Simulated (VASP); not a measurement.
# BAs (P6_3/mmc) in VASP: a series of runs, part 2 of 2

VASP 6.6.1. Earlier steps stand in the parts before.

### 3 Single point, PBE

This run uses another cell than the first one, of 12.56 Å³/atom, 1.010 times its volume.

INCAR

```
PREC = Accurate ; ENCUT = 520
EDIFF = 1E-6 ; ISMEAR = -1
SIGMA = 0.02 ; LREAL = F
LASPH = T ; NELM = 60
ALGO = Normal ; ISIF = 2
LWAVE = F ; LCHARG = F
GGA = PE ; NBANDS = 16
```

KPOINTS

```
regular mesh
0
Gamma
  12 12 6
```

POSCAR

```
BAs
1.0
    3.2681491474      0.0000000000      0.0000000000
   -1.6340745737      2.8303001850      0.0000000000
    0.0000000000      0.0000000000      5.4307064937
B As
2 2
Direct
    0.0000000000      0.0000000000      0.0000000000
    0.0000000000      0.0000000000      0.5000000000
    0.3333333333      0.6666666667      0.2500000000
    0.6666666667      0.3333333333      0.7500000000
```

Potentials or basis: VASP PAW PBE potentials, release 64 (B, As).

Started as:

```console
cat potpaw_PBE.64/B/POTCAR potpaw_PBE.64/As/POTCAR > POTCAR
mpirun -np 1 vasp_std > vasp.out
```

OUTCAR:

```text
PREC = Accurate
   ENCUT = 520
   EDIFF = 1E-6
   ISMEAR = -1
   LREAL = F
   LASPH = T
   NELM = 60
   ISIF = 2
   GGA = PE

 ion  position               nearest neighbor table
   1  0.000  0.000  0.000-   3 2.32   4 2.32   3 2.32   4 2.32   4 2.32   3 2.32
   2  0.000  0.000  0.500-   3 2.32   4 2.32   3 2.32   4 2.32   4 2.32   3 2.32
   3  0.333  0.667  0.250-   1 2.32   2 2.32   1 2.32   2 2.32   1 2.32   2 2.32
   4  0.667  0.333  0.750-   1 2.32   2 2.32   1 2.32   2 2.32   1 2.32   2 2.32

  LATTYP: Found a hexagonal cell.
 ALAT       =     3.2681491474
 C/A-ratio  =     1.6617070546

  Lattice vectors:

 A1 = (   3.2681491474,   0.0000000000,   0.0000000000)
 A2 = (  -1.6340745737,   2.8303001850,   0.0000000000)
 A3 = (   0.0000000000,   0.0000000000,   5.4307064937)

Analysis of symmetry for initial positions (statically):
=====================================================================
 Subroutine PRICEL returns:
 Original cell was already a primitive cell.

 Routine SETGRP: Setting up the symmetry group for a
 hexagonal supercell.

 Subroutine GETGRP returns: Found 24 space group operations
 (whereof 12 operations were pure point group operations)
 out of a pool of 24 trial point group operations.

The static configuration has the point symmetry D_3d.
 The point group associated with its full space group is D_6h.

Analysis of symmetry for dynamics (positions and initial velocities):
=====================================================================
 Subroutine PRICEL returns:
 Original cell was already a primitive cell.

 Routine SETGRP: Setting up the symmetry group for a
 hexagonal supercell.

 Subroutine GETGRP returns: Found 24 space group operations
 (whereof 12 operations were pure point group operations)
 out of a pool of 24 trial point group operations.

The dynamic configuration has the point symmetry D_3d.
 The point group associated with its full space group is D_6h.

[... 117 lines left out ...]
   ISMEAR =    -1;   SIGMA  =   0.02  broadening in eV -4-tet -1-fermi 0-gaus
   EFERMI_NEDOS =   21; number of points for ismear=-14 and -15
   IALGO  =     38    algorithm
   IMIX   =      4    mixing-type and parameters
     AMIX     =   0.40;   BMIX     =  1.00
     AMIX_MAG =   1.60;   BMIX_MAG =  1.00
  volume/ion in A,a.u.               =      12.56        84.75
  Fermi-wavevector in a.u.,A,eV,Ry     =   1.118024  2.112760 17.006989  1.249978
  Thomas-Fermi vector in A             =   2.254652
   LORBIT       =      0    0 simple, 1 ext, 2 COOP (PROOUT), +10 PAW based schemes
   GGA     = PE    functional components
   LHFCALC =     F    Hartree Fock is set to
   AEXX    =    0.0000 exact exchange contribution
   IVDW    =     0    specifies the selected vdW correction
   LEPSILON=     F    determine dielectric tensor
   LRPA    =     F    only Hartree local field effects (RPA)
 non-spin polarized calculation
  energy-cutoff  :      520.00
  volume of cell :       50.23
 maximum number of plane-waves:      1386
   NGX = 13   NGY = 13   NGZ = 21

 number of electron      16.0000001 magnetization

 Free energy of the ion-electron system (eV)
  ---------------------------------------------------
  ext. energy  EPLUGINS =         0.00000000
  ---------------------------------------------------
  free energy    TOTEN  =       -18.84951189 eV

  energy without entropy =      -18.84715327  energy(sigma->0) =      -18.84833258

 E-fermi :   7.1804     XC(G=0): -11.3090

 val. band max:        7.1641132286   @ k =   0.2500   0.2500   0.3333
 cond. band min:       7.1822248098   @ k =   0.3333   0.1667   0.1667
 fundamental gap:      0.0181115812
 Fermi energy:         7.1804382863

 k-point     1 :       0.0000    0.0000    0.0000
  band No.  band energies     occupation
      1      -8.6797      2.00000
      2      -5.1809      2.00000
      3      -2.5242      2.00000
      4       6.4244      2.00000
      5       6.4244      2.00000
      6       7.3240      0.00153
[... 433 lines left out ...]
      3      -0.6084      2.00000
      4       0.5497      2.00000
      5       2.1118      2.00000
      6       4.0691      2.00000
[... 8 lines left out ...]
     15      15.4173      0.00000
     16      17.4489      0.00000

 [... further k-points ...]
[... 5 lines left out ...]
  --------------------------------------------------------------------------------------
  -------------------------------------------------------------------------------------
  Total        0.0961480      0.0961480      0.1025669     -0.0000000     -0.0000000      0.0000000
  in kB        3.0666226      3.0666226      3.2713510     -0.0000000     -0.0000000      0.0000000
  external PRESSURE =       3.1348654 kB  Pullay stress =       0.0000000 kB

 VOLUME and BASIS-vectors are now :
 -----------------------------------------------------------------------------
  energy-cutoff  :      520.00
  volume of cell :       50.23
      direct lattice vectors                 reciprocal lattice vectors
     3.268149147  0.000000000  0.000000000     0.305983587  0.176659707  0.000000000
    -1.634074574  2.830300185  0.000000000     0.000000000  0.353319413  0.000000000
     0.000000000  0.000000000  5.430706494     0.000000000  0.000000000  0.184138105

 POSITION                                       TOTAL-FORCE (eV/Angst)
 -----------------------------------------------------------------------------------
      0.00000      0.00000      0.00000         0.000000      0.000000      0.000000
      0.00000      0.00000      2.71535         0.000000      0.000000      0.000000
     -0.00000      1.88687      1.35768        -0.000000      0.000000     -0.000000
      1.63407      0.94343      4.07303         0.000000     -0.000000      0.000000
 -----------------------------------------------------------------------------------
    total drift:                               -0.000000      0.000000      0.000000

  FREE ENERGIE OF THE ION-ELECTRON SYSTEM (eV)
  ---------------------------------------------------
  free  energy   TOTEN  =       -18.8495118870 eV

  energy  without entropy=      -18.8471532742  energy(sigma->0) =      -18.84833258
```

OSZICAR:

```text
N       E                     dE             d eps       ncg     rms          rms(c)
DAV:   1     0.356613432980E+02    0.35661E+02   -0.67579E+03  2432   0.890E+02
DAV:   2    -0.171249909827E+02   -0.52786E+02   -0.48042E+02  3432   0.141E+02
DAV:   3    -0.192862346648E+02   -0.21612E+01   -0.21376E+01  3176   0.271E+01
DAV:   4    -0.192954465220E+02   -0.92119E-02   -0.92099E-02  2872   0.191E+00
DAV:   5    -0.192954757839E+02   -0.29262E-04   -0.29261E-04  3128   0.102E-01    0.515E+00
DAV:   6    -0.188611502874E+02    0.43433E+00   -0.46607E-01  3000   0.441E+00    0.261E+00
DAV:   7    -0.188520148201E+02    0.91355E-02   -0.11926E-01  3264   0.193E+00    0.113E+00
DAV:   8    -0.188496793904E+02    0.23354E-02   -0.70276E-03  2864   0.584E-01    0.142E-01
DAV:   9    -0.188494746336E+02    0.20476E-03   -0.76158E-04  2848   0.193E-01    0.452E-02
DAV:  10    -0.188495143815E+02   -0.39748E-04   -0.13051E-04  2808   0.688E-02    0.119E-02
DAV:  11    -0.188495120560E+02    0.23255E-05   -0.77237E-06  3088   0.184E-02    0.199E-03
DAV:  12    -0.188495118870E+02    0.16901E-06   -0.10004E-06  1560   0.632E-03
   1 F= -.18849512E+02 E0= -.18848333E+02  d E =-.235861E-02
```

Run time: 31 s. Hardware: 1 thread of Intel Xeon 6975P-C (Granite Rapids), shared host; peak memory 0.19 GiB.

Results:

| Quantity | Value |
| --- | --- |
| Free energy | -18.8495 eV |
| Pressure | 0.3 GPa |
| Band gap on the k mesh | zero (band 8 reaches 8.80 eV, above the bottom of band 9 at 2.88 eV) |
